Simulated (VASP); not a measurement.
ZnSe: single point with PBE0

ZnSe:

```
CELL_PARAMETERS angstrom
0.00000 2.72000 2.72000
2.72000 0.00000 2.72000
2.72000 2.72000 0.00000
ATOMIC_POSITIONS crystal
Zn 0.00000 0.00000 0.00000
Se 0.50000 0.50000 0.50000
```

```json
{
  "Program": "VASP 6.6.1",
  "Task": "single point",
  "Functional": "PBE0",
  "Potentials or basis": "VASP PAW PBE potentials, release 64 (Zn, Se)",
  "Cutoff": "400 eV",
  "k mesh": "6 × 6 × 6",
  "Occupations": "gaussian, width 0.05 eV",
  "Spin": "no spin polarisation",
  "Dipole correction": "no",
  "Grid for exact exchange (PRECFOCK)": "Normal",
  "Further INCAR settings": "ALGO = Normal; EDIFF = 1e-06; NBANDS = 16",
  "Share of exact exchange": "0.25"
}
```

The pressure is -4.6 GPa and the band gap on the k mesh is zero (bands 9 and 10 overlap by 0.24 eV).

Levels at points of the mesh, in eV from the Fermi level:
```
           k point  band 6  band 7  band 8  band 9  band 10  band 11  band 12  band 13
(0.00, 0.00, 0.00)   -8.63   -0.58   -0.58   -0.58     1.90    10.08    10.08    10.08
(0.50, 0.00, 0.00)   -8.55   -6.42   -0.35   -0.35     4.65     6.50     6.50     7.86
(0.50, 0.50, 0.00)   -8.19   -5.35   -2.61   -2.61    -0.27     6.35    12.92    12.92
```

Wall time 36 min on 1 thread of AMD EPYC 7R13 Processor (Zen 3) (shared host), peak memory 0.15 GiB.

Caveat: the cell stands under tension; the PAW data sets were made with another functional, which shifts forces and pressure a little.
